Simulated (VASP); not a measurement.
# Si4C5 in VASP: notebook

The runs below take Si4C5 through single point, with PBE.

Everything below comes from runs of VASP 6.6.1. Logs are shortened: lines on timing, memory, paths and dates and some standing lists are left out, and cuts for length are marked.

## Step 1: The cell of the first run

The cell holds a slab with vacuum, 9 atoms: a = 3.092 Å, b = 3.092 Å, c = 25.234 Å, α = 90.00°, β = 90.00°, γ = 120.00°.

## Step 2: Single point, PBE, collinear spin

Input file INCAR:

```
SYSTEM = Si4C5
ALGO = Normal
DIPOL = 0.5 0.5 0.353
EDIFF = 1E-6
ENCUT = 520
GGA = PE
IDIPOL = 3
ISIF = 2
ISMEAR = 0
ISPIN = 2
LASPH = .True.
LCHARG = .False.
LDIPOL = .True.
LORBIT = 11
LREAL = .False.
LUSENCCL = .False.
LWAVE = .False.
MAGMOM = 0 0 0 0 2 0 0 0 0
NBANDS = 32
NELM = 150
PREC = Accurate
SIGMA = 0.05
```

Input file KPOINTS:

```
k-points
0
Gamma
  9 9 1
  0 0 0
```

Input file POSCAR:

```
Si4C5
1.0
    3.0920147208      0.0000000000      0.0000000000
   -1.5460073604      2.6777632971      0.0000000000
    0.0000000000      0.0000000000     25.2337106667
C Si
5 4
Direct
    0.3333333333      0.6666666667      0.1585181051
    0.6666666667      0.3333333333      0.2590546646
    0.3333333333      0.6666666667      0.3607902149
    0.6666666667      0.3333333333      0.4623551549
    0.7777777778      0.2222222222      0.6009306704
    0.6666666667      0.3333333333      0.1834768895
    0.3333333333      0.6666666667      0.2840134490
    0.6666666667      0.3333333333      0.3842867907
    0.3333333333      0.6666666667      0.4848161584
```

Potentials or basis: VASP PAW PBE potentials, release 64 (C, Si).

Command:

```bash
cat potpaw_PBE.64/C/POTCAR potpaw_PBE.64/Si/POTCAR > POTCAR
mpirun -np 1 vasp_std > vasp.out
```

OUTCAR:

```text
SYSTEM = Si4C5
   EDIFF = 1E-6
   ENCUT = 520
   GGA = PE
   ISIF = 2
   ISMEAR = 0
   ISPIN = 2
   LASPH = .True.
   LORBIT = 11
   LREAL = .False.
   NELM = 150
   PREC = Accurate

 ion  position               nearest neighbor table
   1  0.333  0.667  0.159-   6 1.89   6 1.89   6 1.89
   2  0.667  0.333  0.259-   7 1.89   7 1.89   7 1.89   6 1.91
   3  0.333  0.667  0.361-   8 1.88   8 1.88   8 1.88   7 1.94
   4  0.667  0.333  0.462-   9 1.87   9 1.87   9 1.87   8 1.97
   5  0.778  0.222  0.601-
   6  0.667  0.333  0.183-   1 1.89   1 1.89   1 1.89   2 1.91   7 3.10   7 3.10   7 3.10
   7  0.333  0.667  0.284-   2 1.89   2 1.89   2 1.89   3 1.94   8 3.10   8 3.10   8 3.10   6 3.10
                             6 3.10   6 3.10
   8  0.667  0.333  0.384-   3 1.88   3 1.88   3 1.88   4 1.97   7 3.10   7 3.10   7 3.10   9 3.10
                             9 3.10   9 3.10
   9  0.333  0.667  0.485-   4 1.87   4 1.87   4 1.87   8 3.10   8 3.10   8 3.10

  LATTYP: Found a hexagonal cell.
 ALAT       =     3.0920147208
 C/A-ratio  =     8.1609283736

  Lattice vectors:

 A1 = (   3.0920147208,   0.0000000000,   0.0000000000)
 A2 = (  -1.5460073604,   2.6777632971,   0.0000000000)
 A3 = (   0.0000000000,   0.0000000000,  25.2337106667)

Analysis of symmetry for initial positions (statically):
=====================================================================
 Subroutine PRICEL returns:
 Original cell was already a primitive cell.

 Routine SETGRP: Setting up the symmetry group for a
 hexagonal supercell.

 Subroutine GETGRP returns: Found  2 space group operations
 (whereof  2 operations were pure point group operations)
 out of a pool of 24 trial point group operations.

The static configuration has the point symmetry C_1h.

Analysis of symmetry for dynamics (positions and initial velocities):
=====================================================================
 Subroutine PRICEL returns:
 Original cell was already a primitive cell.

 Routine SETGRP: Setting up the symmetry group for a
 hexagonal supercell.

 Subroutine GETGRP returns: Found  2 space group operations
 (whereof  2 operations were pure point group operations)
 out of a pool of 24 trial point group operations.

The dynamic configuration has the point symmetry C_1h.

Analysis of structural, dynamic, and magnetic symmetry:
=====================================================================
 Subroutine PRICEL returns:
 Original cell was already a primitive cell.

 Routine SETGRP: Setting up the symmetry group for a
 hexagonal supercell.
[... 173 lines left out ...]
 cond. band min:       0.2350482012   @ k =   0.3333   0.1111   0.0000
 fundamental gap:      0.0033762636
 Fermi energy:         0.2341144223

 spin component 1

 k-point     1 :       0.0000    0.0000    0.0000
  band No.  band energies     occupation
      1     -16.0479      1.00000
      2     -15.0510      1.00000
      3     -13.9565      1.00000
      4     -12.2758      1.00000
      5      -9.4851      1.00000
      6      -8.2763      1.00000
[... 781 lines left out ...]
     29       7.7749      0.00000
     30       8.4981      0.00000

 [... further k-points ...]

 spin component 2

 k-point     1 :       0.0000    0.0000    0.0000
  band No.  band energies     occupation
      1     -16.0692      1.00000
      2     -15.0678      1.00000
      3     -13.9690      1.00000
      4     -12.2760      1.00000
      5      -8.7111      1.00000
      6      -8.1502      1.00000
[... 781 lines left out ...]
     29       7.7378      0.00000
     30       8.4732      0.00000

 [... further k-points ...]

 [bands above 30 left out]

------------------------ aborting loop because EDIFF is reached ----------------------------------------

 vacuum level on the upper side and lower side of the slab       (xc-potential included)        -0.244         0.085

  FORCE on cell =-STRESS in cart. coord.  units (eV):
  Direction    XX          YY          ZZ          XY          YZ          ZX
  --------------------------------------------------------------------------------------
  -------------------------------------------------------------------------------------
  Total       -2.4148324     -2.9315476     -4.6182836     -0.4474885     -0.3724520      0.6450897
  in kB      -18.5183683    -22.4808476    -35.4157407     -3.4316078     -2.8561834      4.9469309
  external PRESSURE =     -25.4716522 kB  Pullay stress =       0.0000000 kB

 VOLUME and BASIS-vectors are now :
 -----------------------------------------------------------------------------
  energy-cutoff  :      520.00
  volume of cell :      208.93
      direct lattice vectors                 reciprocal lattice vectors
     3.092014721  0.000000000  0.000000000     0.323413725  0.186723001 -0.000000000
    -1.546007360  2.677763297  0.000000000     0.000000000  0.373446003  0.000000000
     0.000000000  0.000000000 25.233710667     0.000000000 -0.000000000  0.039629526

 POSITION                                       TOTAL-FORCE (eV/Angst)
 -----------------------------------------------------------------------------------
     -0.00000      1.78518      4.00000         0.001745     -0.001008      2.354638
      1.54601      0.89259      6.53691        -0.002424      0.001400      1.110716
     -0.00000      1.78518      9.10408        -0.015497      0.008947     -0.061089
      1.54601      0.89259     11.66694        -0.077461      0.044722     -0.379147
      2.06134      0.59506     15.16371         0.120470     -0.069553     -1.145379
      1.54601      0.89259      4.62980        -0.004382      0.002530     -2.834834
     -0.00000      1.78518      7.16671        -0.009016      0.005205     -0.599275
      1.54601      0.89259      9.69698        -0.047616      0.027491      0.200920
     -0.00000      1.78518     12.23371         0.034181     -0.019735      1.353449
 -----------------------------------------------------------------------------------
    total drift:                               -0.000018      0.000010      0.000177

  FREE ENERGIE OF THE ION-ELECTRON SYSTEM (eV)
  ---------------------------------------------------
  free  energy   TOTEN  =       -59.0024502321 eV

  energy  without entropy=      -58.9905277384  energy(sigma->0) =      -58.99648899

 vacuum level on the upper side and lower side of the slab         6.394         6.731

 total charge

# of ion       s       p       d       tot
------------------------------------------
    1        0.873   1.514   0.000   2.387
    2        0.847   1.680   0.000   2.526
    3        0.839   1.693   0.000   2.532
    4        0.845   1.671   0.000   2.516
    5        1.066   0.873   0.000   1.939
    6        0.707   0.951   0.000   1.659
    7        0.705   0.944   0.000   1.650
    8        0.711   0.945   0.000   1.656
    9        0.733   0.876   0.000   1.608
--------------------------------------------------
tot          7.327  11.146   0.000  18.473

 magnetization (x)

# of ion       s       p       d       tot
------------------------------------------
    1       -0.001   0.001   0.000  -0.000
    2        0.000   0.005   0.000   0.005
    3       -0.001  -0.002   0.000  -0.003
    4       -0.002  -0.009   0.000  -0.011
    5        0.015   0.392   0.000   0.408
    6        0.000  -0.001   0.000  -0.001
    7       -0.001  -0.001   0.000  -0.002
    8       -0.002  -0.005   0.000  -0.007
    9       -0.014  -0.045   0.000  -0.059
--------------------------------------------------
tot         -0.005   0.336   0.000   0.331
```

stdout:

```text
Offloading initialized ...    1 GPUs detected
 POSCAR found type information on POSCAR C Si
 POSCAR found :  2 types and       9 ions
 scaLAPACK will be used selectively (only on CPU)
 LDA part: xc-table for (Slater+PW92), standard interpolation
 POSCAR, INCAR and KPOINTS ok, starting setup
 FFT: planning ... GRIDC
 FFT: planning ... GRID_SOFT
 FFT: planning ... GRID
 WAVECAR not read
 entering main loop
```

Wall time 18 min (1 × NVIDIA H100 80GB with 1 thread of AMD EPYC 7R13 (Zen 3), shared host); peak memory 1.5 GiB.

Results:

```yaml
Free_energy: -59.0025 eV
Largest_force: 2.835 eV/Å
Net_moment: 0.62 μB per cell
Site_moments: C -0.00, +0.01, -0.01, +0.41 (each value once); Si -0.00, -0.01, -0.06 (each value once) μB
Valence_electrons_inside_the_program's_atomic_spheres: C 2.39, 2.53, 2.52, 1.94 (each value once); Si 1.66, 1.65, 1.61 (each value once)
```

Forces in eV/Å, atoms in the order of the input:
```
C    0.002 -0.001  2.355
C   -0.002  0.001  1.111
C   -0.015  0.009 -0.061
C   -0.077  0.045 -0.379
C    0.120 -0.070 -1.145
Si  -0.004  0.003 -2.835
Si  -0.009  0.005 -0.599
Si  -0.048  0.027  0.201
Si   0.034 -0.020  1.353
```

## Step 3: Single point, PBE, collinear spin

Input file INCAR:

```
PREC = Accurate
ENCUT = 520
EDIFF = 1E-6
ISMEAR = 0
SIGMA = 0.05
LREAL = False
LASPH = True
NELM = 150
ALGO = Normal
ISIF = 2
LWAVE = False
LCHARG = False
ISPIN = 2
MAGMOM = 0 0 0 0 2 0 0 0 0
LORBIT = 11
LDIPOL = True
IDIPOL = 3
DIPOL = 0.5 0.5 0.353
GGA = PE
NBANDS = 32
LUSENCCL = False
```

Input file KPOINTS:

```
regular mesh
0
Gamma
  9 9 1
```

Changes to POSCAR since step 2:

```diff
@@ -12,3 +12,3 @@
     0.6666666667      0.3333333333      0.4623551549
-    0.7777777778      0.2222222222      0.6009306704
+    1.2222222222     -0.2222222222      0.6009306704
     0.6666666667      0.3333333333      0.1834768895
```

Potentials or basis: VASP PAW PBE potentials, release 64 (C, Si).

Command:

```bash
cat potpaw_PBE.64/C/POTCAR potpaw_PBE.64/Si/POTCAR > POTCAR
mpirun -np 1 vasp_std > vasp.out
```

OUTCAR:

```text
PREC = Accurate
   ENCUT = 520
   EDIFF = 1E-6
   ISMEAR = 0
   LREAL = False
   LASPH = True
   NELM = 150
   ISIF = 2
   ISPIN = 2
   LORBIT = 11
   GGA = PE

 ion  position               nearest neighbor table
   1  0.333  0.667  0.159-   6 1.89   6 1.89   6 1.89
   2  0.667  0.333  0.259-   7 1.89   7 1.89   7 1.89   6 1.91
   3  0.333  0.667  0.361-   8 1.88   8 1.88   8 1.88   7 1.94
   4  0.667  0.333  0.462-   9 1.87   9 1.87   9 1.87   8 1.97
   5  0.222  0.778  0.601-
   6  0.667  0.333  0.183-   1 1.89   1 1.89   1 1.89   2 1.91   7 3.10   7 3.10   7 3.10
   7  0.333  0.667  0.284-   2 1.89   2 1.89   2 1.89   3 1.94   8 3.10   8 3.10   8 3.10   6 3.10
                             6 3.10   6 3.10
   8  0.667  0.333  0.384-   3 1.88   3 1.88   3 1.88   4 1.97   7 3.10   7 3.10   7 3.10   9 3.10
                             9 3.10   9 3.10
   9  0.333  0.667  0.485-   4 1.87   4 1.87   4 1.87   8 3.10   8 3.10   8 3.10

  LATTYP: Found a hexagonal cell.
 ALAT       =     3.0920147208
 C/A-ratio  =     8.1609283736

  Lattice vectors:

 A1 = (   3.0920147208,   0.0000000000,   0.0000000000)
 A2 = (  -1.5460073604,   2.6777632971,   0.0000000000)
 A3 = (   0.0000000000,   0.0000000000,  25.2337106667)

Analysis of symmetry for initial positions (statically):
=====================================================================
 Subroutine PRICEL returns:
 Original cell was already a primitive cell.

 Routine SETGRP: Setting up the symmetry group for a
 hexagonal supercell.

 Subroutine GETGRP returns: Found  2 space group operations
 (whereof  2 operations were pure point group operations)
 out of a pool of 24 trial point group operations.

The static configuration has the point symmetry C_1h.

Analysis of symmetry for dynamics (positions and initial velocities):
=====================================================================
 Subroutine PRICEL returns:
 Original cell was already a primitive cell.

[... 1782 lines left out ...]

 [... further k-points ...]

 [bands above 30 left out]

------------------------ aborting loop because EDIFF is reached ----------------------------------------

 vacuum level on the upper side and lower side of the slab       (xc-potential included)        -0.065        -0.050

  FORCE on cell =-STRESS in cart. coord.  units (eV):
  Direction    XX          YY          ZZ          XY          YZ          ZX
  --------------------------------------------------------------------------------------
  -------------------------------------------------------------------------------------
  Total       -2.5169535     -2.2163512     -6.0705584      0.2603293     -0.3378576      0.5851895
  in kB      -19.3014936    -16.9962964    -46.5526453      1.9963594     -2.5908925      4.4875803
  external PRESSURE =     -27.6168118 kB  Pullay stress =       0.0000000 kB

 VOLUME and BASIS-vectors are now :
 -----------------------------------------------------------------------------
  energy-cutoff  :      520.00
  volume of cell :      208.93
      direct lattice vectors                 reciprocal lattice vectors
     3.092014721  0.000000000  0.000000000     0.323413725  0.186723001 -0.000000000
    -1.546007360  2.677763297  0.000000000     0.000000000  0.373446003  0.000000000
     0.000000000  0.000000000 25.233710667     0.000000000 -0.000000000  0.039629526

 POSITION                                       TOTAL-FORCE (eV/Angst)
 -----------------------------------------------------------------------------------
     -0.00000      1.78518      4.00000         0.004265     -0.002462      2.356261
      1.54601      0.89259      6.53691        -0.002242      0.001295      0.999915
     -0.00000      1.78518      9.10408         0.001589     -0.000917     -0.207175
      1.54601      0.89259     11.66694         0.018838     -0.010876     -0.390993
     -0.51534      2.08270     15.16371         0.220756     -0.127454     -1.561397
      1.54601      0.89259      4.62980         0.002061     -0.001190     -2.799762
     -0.00000      1.78518      7.16671         0.003200     -0.001847     -0.476337
      1.54601      0.89259      9.69698         0.002747     -0.001586      0.379509
     -0.00000      1.78518     12.23371        -0.251213      0.145038      1.699980
 -----------------------------------------------------------------------------------
    total drift:                               -0.001843      0.001064     -0.003972

  FREE ENERGIE OF THE ION-ELECTRON SYSTEM (eV)
  ---------------------------------------------------
  free  energy   TOTEN  =       -59.2755368702 eV

  energy  without entropy=      -59.2634075496  energy(sigma->0) =      -59.26947221

 vacuum level on the upper side and lower side of the slab         6.452         6.505

 total charge

# of ion       s       p       d       tot
------------------------------------------
    1        0.873   1.515   0.000   2.389
    2        0.846   1.680   0.000   2.527
    3        0.839   1.693   0.000   2.532
    4        0.843   1.673   0.000   2.516
    5        1.062   0.869   0.000   1.931
    6        0.707   0.952   0.000   1.659
    7        0.705   0.945   0.000   1.650
    8        0.710   0.944   0.000   1.654
    9        0.732   0.882   0.000   1.615
--------------------------------------------------
tot          7.319  11.154   0.000  18.474

 magnetization (x)

# of ion       s       p       d       tot
------------------------------------------
    1       -0.001  -0.001   0.000  -0.002
    2        0.000   0.004   0.000   0.004
    3        0.000   0.002   0.000   0.002
    4       -0.000   0.004   0.000   0.003
    5        0.017   0.276   0.000   0.292
    6       -0.000  -0.000   0.000  -0.000
    7       -0.000  -0.000   0.000  -0.000
    8       -0.001  -0.000   0.000  -0.001
    9        0.002   0.010   0.000   0.012
--------------------------------------------------
tot          0.016   0.294   0.000   0.311
```

stdout:

```text
Offloading initialized ...    1 GPUs detected
 POSCAR found type information on POSCAR C Si
 POSCAR found :  2 types and       9 ions
 scaLAPACK will be used selectively (only on CPU)
 LDA part: xc-table for (Slater+PW92), standard interpolation
 POSCAR, INCAR and KPOINTS ok, starting setup
 FFT: planning ... GRIDC
 FFT: planning ... GRID_SOFT
 FFT: planning ... GRID
 WAVECAR not read
 entering main loop
```

It took 19 min on 1 × NVIDIA H100 80GB with 1 thread of AMD EPYC 7R13 (Zen 3), shared host; peak memory 1.5 GiB.

Results:

- Free energy: -59.2755 eV
- Largest force: 2.800 eV/Å
- Net moment: 0.66 μB per cell
- Site moments: C -0.00, +0.00, +0.29 (each value once); Si -0.00, +0.01 (each value once) μB
- Valence electrons inside the program's atomic spheres: C 2.39, 2.53, 2.52, 1.93 (each value once); Si 1.66, 1.65, 1.61 (each value once)

Forces on the atoms (eV/Å):
```
C    0.004 -0.002  2.356
C   -0.002  0.001  1.000
C    0.002 -0.001 -0.207
C    0.019 -0.011 -0.391
C    0.221 -0.127 -1.561
Si   0.002 -0.001 -2.800
Si   0.003 -0.002 -0.476
Si   0.003 -0.002  0.380
Si  -0.251  0.145  1.700
```

## Step 4: Single point, PBE, collinear spin

Input file INCAR:

```
PREC = Accurate
ENCUT = 520
EDIFF = 1E-7
ISMEAR = 0
SIGMA = 0.05
LREAL = False
LASPH = True
NELM = 150
ALGO = Normal
ISIF = 2
LWAVE = False
LCHARG = True
ISPIN = 2
MAGMOM = 0 0 0 0 2 0 0 0 0
LORBIT = 11
LDIPOL = True
IDIPOL = 3
DIPOL = 0.5 0.5 0.349
GGA = PE
LELF = True
LVHAR = True
LVACPOTAV = True
NBANDS = 32
LUSENCCL = False
```

Input file KPOINTS:

```
Automatic mesh
0
Gamma
  9 9 1
```

Changes to POSCAR since step 3:

```diff
@@ -12,3 +12,3 @@
     0.6666666667      0.3333333333      0.4623551549
-    1.2222222222     -0.2222222222      0.6009306704
+    0.4444444444      0.5555555556      0.5652640967
     0.6666666667      0.3333333333      0.1834768895
```

Command:

```bash
cat potpaw_PBE.64/C/POTCAR potpaw_PBE.64/Si/POTCAR > POTCAR
mpirun -np 1 vasp_std > vasp.out
```

It took 14 min on 1 × NVIDIA H100 80GB with 1 thread of AMD EPYC 7R13 (Zen 3), shared host; peak memory 1.5 GiB.

The run converged. Its results:

```yaml
Free_energy: -60.9187 eV
Largest_force: 2.744 eV/Å
Net_moment: 0.73 μB per cell
Site_moments: C +0.00, +0.01, +0.03, +0.31 (each value once); Si -0.00, +0.01 (each value once) μB
Valence_electrons_inside_the_program's_atomic_spheres: C 2.39, 2.53, 2.52, 2.01 (each value once); Si 1.66, 1.65, 1.64 (each value once)
```

Forces in eV/Å, atoms in the order of the input:
```
C    0.006 -0.003  2.354
C   -0.009  0.005  0.876
C    0.006 -0.003 -0.412
C    0.119 -0.069 -1.068
C   -0.541  0.312 -1.424
Si  -0.002  0.001 -2.744
Si   0.002 -0.001 -0.341
Si   0.016 -0.009  0.646
Si   0.404 -0.233  2.112
```

Levels at points of the mesh, in eV from the Fermi level:
Spin up:
| k point | band 16 | band 17 | band 18 | band 19 | band 20 | band 21 |
| --- | --- | --- | --- | --- | --- | --- |
| (0.00, 0.00, 0.00) | -0.20 | 0.15 | 0.15 | 1.96 | 2.10 | 4.24 |
Spin down:
```csv
k point,band 16,band 17,band 18,band 19,band 20,band 21
"(0.00, 0.00, 0.00)",-0.02,0.16,0.16,2.80,2.82,4.27
```

## Step 5: The runs side by side

```csv
cell,gap on the mesh (eV),moment (μB),largest force (eV/Å)
"as given, atomic positions A",none,0.62,2.83
"as given, atomic positions B",none,0.66,2.80
"as given, atomic positions C",none,0.73,2.74
```

Alike in all rows: task single point; level PBE; potentials or basis VASP PAW PBE potentials, release 64 (C, Si); spin collinear; k mesh 9 × 9 × 1; cutoff (eV) 520; smearing gaussian 0.05 eV.

Absolute energies hang on the potentials; compare differences alone.
